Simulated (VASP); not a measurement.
# ZnSe (I-4m2) in VASP: further runs

The runs below take ZnSe through single point, with r2SCAN.

Everything below comes from runs of VASP 6.6.1. Logs are shortened: lines on timing, memory, paths and dates and some standing lists are left out, and cuts for length are marked.

**1. The cell of the first run**

It takes space group I-4m2 (No. 119, tetragonal). The conventional cell has a = 3.771 Å, b = 3.771 Å, c = 6.400 Å, α = 90.00°, β = 90.00°, γ = 90.00°. Zn (site symmetry -4m2) has 4 Se at 2.47 Å within 3.3 Å. Within 3.3 Å of Se (site symmetry -4m2) lie 4 Zn at 2.47 Å.

**2. Single point, r2SCAN**

POSCAR

```
ZnSe
1.0
    0.0000000000      2.6667078986      3.2000494784
    2.6667078986      0.0000000000      3.2000494784
    2.6667078986      2.6667078986      0.0000000000
Zn Se
1 1
Direct
    0.0000000000      0.0000000000      0.0000000000
    0.7500000000      0.7500000000      0.7500000000
```

INCAR.step1

```
PREC = Accurate
ENCUT = 520
ISMEAR = 0
SIGMA = 0.05
LREAL = F
LASPH = T
NELM = 80
NBANDS = 16
GGA = PE
ALGO = Normal
EDIFF = 1E-4
LWAVE = T
LCHARG = F
```

INCAR.step2

```
PREC = Accurate
ENCUT = 520
EDIFF = 1E-7
ISMEAR = 0
SIGMA = 0.05
LREAL = F
LASPH = T
NELM = 80
ALGO = Normal
ISIF = 2
LWAVE = F
LCHARG = T
METAGGA = R2SCAN
LMIXTAU = T
LELF = T
LVHAR = T
NBANDS = 16
ISTART = 1
```

KPOINTS

```
regular mesh
0
Gamma
  10 10 10
```

Potentials or basis: VASP PAW PBE potentials, release 64 (Zn, Se).

Run with:

```sh
> cat potpaw_PBE.64/Zn/POTCAR potpaw_PBE.64/Se/POTCAR > POTCAR
> cp INCAR.step1 INCAR
> mpirun -np 1 vasp_std > vasp.out
> cp INCAR.step2 INCAR
> mpirun -np 1 vasp_std > vasp.out
```

OUTCAR:

```text
PREC = Accurate
   ENCUT = 520
   EDIFF = 1E-7
   ISMEAR = 0
   LREAL = F
   LASPH = T
   NELM = 80
   ISIF = 2
   METAGGA = R2SCAN
   ISTART = 1

 ion  position               nearest neighbor table
   1  0.000  0.000  0.000-   2 2.47   2 2.47   2 2.47   2 2.47
   2  0.750  0.750  0.750-   1 2.47   1 2.47   1 2.47   1 2.47

  LATTYP: Found a body centered tetragonal cell.
 ALAT       =     3.7712944771
 C/A-ratio  =     1.6970562749

  Lattice vectors:

 A1 = (  -2.6667078986,   0.0000000000,   3.2000494784)
 A2 = (   2.6667078986,   0.0000000000,   3.2000494784)
 A3 = (   0.0000000000,   2.6667078986,  -3.2000494784)

Analysis of symmetry for initial positions (statically):
=====================================================================
 Subroutine PRICEL returns:
 Original cell was already a primitive cell.

 Routine SETGRP: Setting up the symmetry group for a
 body centered tetragonal supercell.

 Subroutine GETGRP returns: Found  8 space group operations
 (whereof  8 operations were pure point group operations)
 out of a pool of 16 trial point group operations.

The static configuration has the point symmetry D_2d.

Analysis of symmetry for dynamics (positions and initial velocities):
=====================================================================
 Subroutine PRICEL returns:
 Original cell was already a primitive cell.

 Routine SETGRP: Setting up the symmetry group for a
 body centered tetragonal supercell.

 Subroutine GETGRP returns: Found  8 space group operations
 (whereof  8 operations were pure point group operations)
 out of a pool of 16 trial point group operations.

The dynamic configuration has the point symmetry D_2d.

 Subroutine INISYM returns: Found  8 space group operations
 (whereof  8 operations are pure point group operations),
 and found     1 'primitive' translations

----------------------------------------------------------------------------------------

                                     Primitive cell

  volume of cell :      45.5132

  direct lattice vectors                    reciprocal lattice vectors
     0.000000000  2.666707899  3.200049478    -0.187497101  0.187497101  0.156247584
     2.666707899  0.000000000  3.200049478     0.187497101 -0.187497101  0.156247584
     2.666707899  2.666707899  0.000000000     0.187497101  0.187497101 -0.156247584

  length of vectors
     4.165530900  4.165530900  3.771294477     0.307772048  0.307772048  0.307772048

  position of ions in fractional coordinates (direct lattice)
     0.000000000  0.000000000  0.000000000
     0.750000000  0.750000000  0.750000000

  ion indices of the primitive-cell ions
   primitive index   ion index
                 1           1
                 2           2

----------------------------------------------------------------------------------------

 KPOINTS: regular mesh

Automatic generation of k-mesh.
 Grid dimensions read from file:
 generate k-points for:   10   10   10

 Generating k-lattice:

  Cartesian coordinates                     Fractional coordinates (reciprocal lattice)
    -0.018749710  0.018749710  0.015624758     0.100000000  0.000000000  0.000000000
     0.018749710 -0.018749710  0.015624758     0.000000000  0.100000000  0.000000000
     0.018749710  0.018749710 -0.015624758     0.000000000  0.000000000  0.100000000

  Length of vectors
     0.030777205  0.030777205  0.030777205

  Shift w.r.t. Gamma in fractional coordinates (k-lattice)
     0.000000000  0.000000000  0.000000000

 Subroutine IBZKPT returns following result:
 ===========================================

 Found    102 irreducible k-points:

 Following reciprocal coordinates:
            Coordinates               Weight
  0.000000  0.000000  0.000000      1.000000
  0.100000  0.000000  0.000000      8.000000
  0.200000  0.000000  0.000000      8.000000
  0.300000  0.000000  0.000000      8.000000
  0.400000  0.000000  0.000000      8.000000
  0.500000  0.000000  0.000000      4.000000
[... 16 lines left out ...]
  0.300000  0.300000  0.000000      2.000000
  0.400000  0.300000  0.000000      8.000000
 [... further k-points ...]
   k-points           NKPTS =    102   k-points in BZ     NKDIM =    102   number of bands    NBANDS=     16
   number of dos      NEDOS =    301   number of ions     NIONS =      2
   total plane-waves  NPLWV =  28672
   dimension x,y,z NGX =    32 NGY =   32 NGZ =   28
   dimension x,y,z NGXF=    64 NGYF=   64 NGZF=   56
   ions per type =               1   1
   NGX,Y,Z   is equivalent  to a cutoff of  12.77, 12.77, 12.34 a.u.
   NGXF,Y,Z  is equivalent  to a cutoff of  25.54, 25.54, 24.69 a.u.
 SYSTEM =  unknown system
   PREC   = accura    normal or accurate (medium, high low for compatibility)
   ISTART =      1    job   : 0-new  1-cont  2-samecut
   ICHARG =      0    charge: 1-file 2-atom 10-const
   ISPIN  =      1    spin polarized calculation?
   LNONCOLLINEAR =      F non collinear calculations
   LSORBIT =      F    spin-orbit coupling
   LASPH  =      T    aspherical Exc in radial PAW
   ENCUT  =  520.0 eV  38.22 Ry    6.18 a.u.   7.75  7.75  7.01*2*pi/ulx,y,z
   NELM   =     80;   NELMIN=  2; NELMDL=  0     # of ELM steps
   EDIFF  = 0.1E-06   stopping-criterion for ELM
   LREAL  =      F    real-space projection
   EDIFFG = 0.1E-05   stopping-criterion for IOM
   NSW    =      0    number of steps for IOM
   IBRION =     -1    ionic relax: 0-MD 1-quasi-New 2-CG
   NFREE  =      0    steps in history (QN), initial steepest desc. (CG)
   ISIF   =      2    stress and relaxation
   ISYM   =      2    0-nonsym 1-usesym 2-fastsym
   POTIM  = 0.5000    time-step for ionic-motion
   TEBEG  =    0.0;   TEEND  =   0.0 temperature during run
   PSTRESS=    0.0 pullay stress
   NELECT =      18.0000    total number of electrons
   NUPDOWN=      -1.0000    fix difference up-down
   EMIN   =  10.00;   EMAX   =-10.00  energy-range for DOS
   EFERMI =   0.00;   METHOD = LEGACY
   ISMEAR =     0;   SIGMA  =   0.05  broadening in eV -4-tet -1-fermi 0-gaus
   EFERMI_NEDOS =   21; number of points for ismear=-14 and -15
   IALGO  =     38    algorithm
   IMIX   =      4    mixing-type and parameters
     AMIX     =   0.40;   BMIX     =  1.00
     AMIX_MAG =   1.60;   BMIX_MAG =  1.00
  volume/ion in A,a.u.               =      22.76       153.57
  Fermi-wavevector in a.u.,A,eV,Ry     =   1.201673  2.270834 19.647073  1.444019
  Thomas-Fermi vector in A             =   2.337476
   LORBIT       =      0    0 simple, 1 ext, 2 COOP (PROOUT), +10 PAW based schemes
   METAGGA = R2SCAN    functional components
   LHFCALC =     F    Hartree Fock is set to
   AEXX    =    0.0000 exact exchange contribution
   IVDW    =     0    specifies the selected vdW correction
   LEPSILON=     F    determine dielectric tensor
   LRPA    =     F    only Hartree local field effects (RPA)
 non-spin polarized calculation
 Gauss-broadening in eV      SIGMA  =   0.05
  energy-cutoff  :      520.00
  volume of cell :       45.51
 maximum number of plane-waves:      1240
   NGX = 15   NGY = 15   NGZ = 13

 number of electron      17.9999994 magnetization

 Free energy of the ion-electron system (eV)
  ---------------------------------------------------
  ext. energy  EPLUGINS =         0.00000000
  ---------------------------------------------------
  free energy    TOTEN  =       -24.76117165 eV

  energy without entropy =      -24.76117165  energy(sigma->0) =      -24.76117165

 E-fermi :   1.8544     XC(G=0):  -9.9391

 val. band max:        1.5904791611   @ k =   0.0000   0.0000   0.0000
 cond. band min:       2.9515653695   @ k =   0.0000   0.0000   0.0000
 fundamental gap:      1.3610862084
 Fermi energy:         1.8543655951

 k-point     1 :       0.0000    0.0000    0.0000
  band No.  band energies     occupation
      1     -12.3485      2.00000
      2      -5.4468      2.00000
      3      -5.3462      2.00000
      4      -5.3461      2.00000
      5      -5.0277      2.00000
      6      -5.0048      2.00000
[... 8 lines left out ...]
     15      12.2892      0.00000
     16      12.8839      0.00000

 k-point     2 :       0.1000    0.0000    0.0000
  band No.  band energies     occupation
      1     -12.2791      2.00000
      2      -5.4391      2.00000
      3      -5.3432      2.00000
      4      -5.3350      2.00000
      5      -5.0245      2.00000
      6      -5.0082      2.00000
[... 8 lines left out ...]
     15      12.6951      0.00000
     16      13.8535      0.00000

 k-point     3 :       0.2000    0.0000    0.0000
  band No.  band energies     occupation
      1     -12.0883      2.00000
      2      -5.4182      2.00000
      3      -5.3240      2.00000
      4      -5.3067      2.00000
      5      -5.0160      2.00000
      6      -5.0123      2.00000
[... 8 lines left out ...]
     15      13.2236      0.00000
     16      13.4707      0.00000

 k-point     4 :       0.3000    0.0000    0.0000
  band No.  band energies     occupation
      1     -11.8308      2.00000
      2      -5.3878      2.00000
      3      -5.2742      2.00000
      4      -5.2594      2.00000
      5      -5.0227      2.00000
      6      -4.9875      2.00000
[... 8 lines left out ...]
     15      12.9734      0.00000
     16      13.6916      0.00000
[... 324 lines left out ...]
 k-point    22 :      -0.2000    0.2000    0.0000
  band No.  band energies     occupation
      1     -11.7068      2.00000
      2      -5.3870      2.00000
      3      -5.2624      2.00000
      4      -5.2618      2.00000
      5      -5.0392      2.00000
      6      -4.9315      2.00000
[... 8 lines left out ...]
     15      13.5044      0.00000
     16      14.0286      0.00000

 k-point    23 :       0.3000    0.3000    0.0000
  band No.  band energies     occupation
      1     -11.8127      2.00000
      2      -5.4056      2.00000
      3      -5.2039      2.00000
      4      -5.2038      2.00000
      5      -5.0697      2.00000
      6      -4.9904      2.00000
[... 8 lines left out ...]
     15      15.8744      0.00000
     16      16.0160      0.00000

 k-point    24 :       0.4000    0.3000    0.0000
  band No.  band energies     occupation
      1     -11.6534      2.00000
      2      -5.3593      2.00000
      3      -5.1735      2.00000
      4      -5.1654      2.00000
      5      -5.0496      2.00000
      6      -4.9914      2.00000
[... 8 lines left out ...]
     15      15.9345      0.00000
     16      16.1650      0.00000

 [... further k-points ...]

------------------------ aborting loop because EDIFF is reached ----------------------------------------

  FORCE on cell =-STRESS in cart. coord.  units (eV):
  Direction    XX          YY          ZZ          XY          YZ          ZX
  --------------------------------------------------------------------------------------
  -------------------------------------------------------------------------------------
  Total        0.7589348      0.7589348     -1.9547919      0.0000000     -0.0000000      0.0000000
  in kB       26.7163696     26.7163696    -68.8134830      0.0000000     -0.0000000      0.0000000
  external PRESSURE =      -5.1269146 kB  Pullay stress =       0.0000000 kB

 VOLUME and BASIS-vectors are now :
 -----------------------------------------------------------------------------
  energy-cutoff  :      520.00
  volume of cell :       45.51
      direct lattice vectors                 reciprocal lattice vectors
     0.000000000  2.666707899  3.200049478    -0.187497101  0.187497101  0.156247584
     2.666707899  0.000000000  3.200049478     0.187497101 -0.187497101  0.156247584
     2.666707899  2.666707899  0.000000000     0.187497101  0.187497101 -0.156247584

 POSITION                                       TOTAL-FORCE (eV/Angst)
 -----------------------------------------------------------------------------------
      0.00000      0.00000      0.00000         0.000000      0.000000     -0.000000
      4.00006      4.00006      4.80007        -0.000000     -0.000000      0.000000
 -----------------------------------------------------------------------------------
    total drift:                               -0.000315     -0.000315     -0.000443

  FREE ENERGIE OF THE ION-ELECTRON SYSTEM (eV)
  ---------------------------------------------------
  free  energy   TOTEN  =       -24.7611716473 eV

  energy  without entropy=      -24.7611716473  energy(sigma->0) =      -24.76117165
```

It took 4.7 min on 1 thread of AMD EPYC 7R13 (Zen 3), shared host; peak memory 0.2 GiB.

What came out:

| Quantity | Value |
| --- | --- |
| Free energy | -24.7612 eV |
| Pressure | -0.5 GPa |
| Band gap on the k mesh | 1.36 eV |

Levels at points of the mesh, in eV from the valence-band top:
```
           k point  band 6  band 7  band 8  band 9  band 10  band 11  band 12  band 13
(0.00, 0.00, 0.00)   -6.60   -0.96    0.00    0.00     1.36     6.20     6.20     6.31
(0.50, 0.00, 0.00)   -6.46   -5.47   -1.74   -0.52     2.30     6.51     7.43     8.91
(0.50, 0.50, 0.00)   -6.57   -5.73   -1.75   -1.75     3.81     4.78     9.85    11.77
(0.50, 0.00, 0.50)   -6.37   -4.63   -2.89   -2.56     2.82     3.07     9.99    10.99
```

Caveat: the PAW data sets were made with another functional, which shifts forces and pressure a little.

**3. Single point, r2SCAN**

This run uses another cell than the first one, of the same volume but with other edges.

POSCAR

```
ZnSe
1.0
    0.0000000000      3.0784893942      2.4012217275
    3.0784893942      0.0000000000      2.4012217275
    3.0784893942      3.0784893942      0.0000000000
Zn Se
1 1
Direct
    0.0000000000      0.0000000000      0.0000000000
    0.7500000000      0.7500000000      0.7500000000
```

INCAR.step1

```
SYSTEM = ZnSe
PREC = Accurate
ENCUT = 520
ISMEAR = 0
SIGMA = 0.05
LREAL = .FALSE.
LASPH = .TRUE.
NELM = 80
NBANDS = 16
GGA = PE
ALGO = Normal
EDIFF = 1E-4
LWAVE = .TRUE.
LCHARG = .FALSE.
```

INCAR.step2

```
SYSTEM = ZnSe
PREC = Accurate
ENCUT = 520
EDIFF = 1E-6
ISMEAR = 0
SIGMA = 0.05
LREAL = .FALSE.
LASPH = .TRUE.
NELM = 80
ALGO = Normal
ISIF = 2
LWAVE = .FALSE.
LCHARG = .TRUE.
METAGGA = R2SCAN
LMIXTAU = .TRUE.
LELF = .TRUE.
LVHAR = .TRUE.
NBANDS = 16
ISTART = 1
```

KPOINTS

```
Automatic mesh
0
G
  10 10 10
  0 0 0
```

Potentials or basis: VASP PAW PBE potentials, release 64 (Zn, Se).

Run with:

```sh
> cat potpaw_PBE.64/Zn/POTCAR potpaw_PBE.64/Se/POTCAR > POTCAR
> cp INCAR.step1 INCAR
> mpirun -np 1 vasp_std > vasp.out
> cp INCAR.step2 INCAR
> mpirun -np 1 vasp_std > vasp.out
```

Run time: 3.2 min. Hardware: 1 thread of AMD EPYC 7R13 (Zen 3), shared host; peak memory 0.2 GiB.

It converged, with:

* Free energy: -24.7503 eV
* Pressure: -1.3 GPa
* Band gap on the k mesh: 1.31 eV

Stress tensor (GPa, compression positive):
```
-3.23  0.00  0.00
 0.00 -3.23  0.00
 0.00  0.00  2.61
```

Levels at points of the mesh, in eV from the valence-band top:
| k point | band 7 | band 8 | band 9 | band 10 | band 11 | band 12 |
| --- | --- | --- | --- | --- | --- | --- |
| (0.00, 0.00, 0.00) | -0.60 | -0.60 | 0.00 | 1.31 | 6.28 | 6.45 |
| (0.50, 0.00, 0.00) | -5.43 | -1.78 | -0.70 | 2.18 | 5.68 | 8.04 |
| (0.50, 0.50, 0.00) | -4.01 | -3.29 | -3.29 | 1.96 | 2.64 | 11.48 |
| (0.50, 0.00, 0.50) | -5.45 | -2.10 | -1.68 | 3.54 | 4.55 | 9.71 |

Caveat: the PAW data sets were made with another functional, which shifts forces and pressure a little.

**4. Single point, r2SCAN**

This run uses another cell than the first one, of the same volume but with other edges.

POSCAR

```
ZnSe
1.0
    0.0000000000      2.5964985149      3.3754480693
    2.5964985149      0.0000000000      3.3754480693
    2.5964985149      2.5964985149      0.0000000000
Zn Se
1 1
Direct
    0.0000000000      0.0000000000      0.0000000000
    0.7500000000      0.7500000000      0.7500000000
```

INCAR.step1

```
PREC     = Accurate       # precision mode
ENCUT    = 520            # plane-wave cutoff, eV
ISMEAR   = 0              # smearing method
SIGMA    = 0.05           # smearing width, eV
LREAL    = False          # projectors in reciprocal space
LASPH    = True           # aspherical terms in the spheres
NELM     = 60             # most SCF steps
NBANDS   = 16             # bands
GGA      = PE             # functional
ALGO     = Normal         # electronic algorithm
EDIFF    = 1E-4           # SCF threshold, eV
LWAVE    = True           # write WAVECAR
LCHARG   = False          # write CHGCAR
```

INCAR.step2

```
PREC     = Accurate       # precision mode
ENCUT    = 520            # plane-wave cutoff, eV
EDIFF    = 1E-6           # SCF threshold, eV
ISMEAR   = 0              # smearing method
SIGMA    = 0.05           # smearing width, eV
LREAL    = False          # projectors in reciprocal space
LASPH    = True           # aspherical terms in the spheres
NELM     = 60             # most SCF steps
ALGO     = Normal         # electronic algorithm
ISIF     = 2              # what is computed and relaxed
LWAVE    = False          # write WAVECAR
LCHARG   = False          # write CHGCAR
METAGGA  = R2SCAN         # meta-GGA
LMIXTAU  = True         
NBANDS   = 16             # bands
ISTART   = 1
```

KPOINTS

```
regular mesh
0
Gamma
  10 10 10
```

Run with:

```sh
> cat potpaw_PBE.64/Zn/POTCAR potpaw_PBE.64/Se/POTCAR > POTCAR
> cp INCAR.step1 INCAR
> mpirun -np 1 vasp_std > vasp.out
> cp INCAR.step2 INCAR
> mpirun -np 1 vasp_std > vasp.out
```

Run time: 4 min. Hardware: 1 thread of AMD EPYC 7R13 (Zen 3), shared host; peak memory 0.2 GiB.

Results (log left out):

- Free energy: -24.5729 eV
- Pressure: -1.0 GPa
- Band gap on the k mesh: 0.87 eV (least direct gap 0.88 eV)

Stress tensor (GPa, compression positive):
```
  4.18   0.00   0.00
  0.00   4.18   0.00
  0.00   0.00 -11.26
```

Levels at points of the mesh, in eV from the valence-band top:
| k point | band 5 | band 6 | band 7 | band 8 | band 9 | band 10 | band 11 | band 12 | band 13 | band 14 |
| --- | --- | --- | --- | --- | --- | --- | --- | --- | --- | --- |
| (0.00, 0.00, 0.00) | -6.86 | -6.83 | -1.56 | -0.01 | -0.01 | 0.87 | 6.21 | 6.21 | 6.38 | 8.46 |
| (0.50, 0.00, 0.00) | -6.85 | -6.71 | -5.55 | -2.17 | -0.35 | 1.71 | 6.62 | 7.68 | 8.65 | 10.77 |
| (0.50, 0.50, 0.00) | -6.87 | -6.81 | -6.17 | -1.52 | -1.52 | 4.05 | 5.10 | 9.02 | 11.46 | 11.46 |
| (0.50, 0.00, 0.50) | -6.83 | -6.59 | -4.58 | -3.15 | -2.70 | 2.56 | 2.70 | 8.94 | 9.94 | 10.43 |

Caveat: the PAW data sets were made with another functional, which shifts forces and pressure a little.

[end of part 1 of 2]
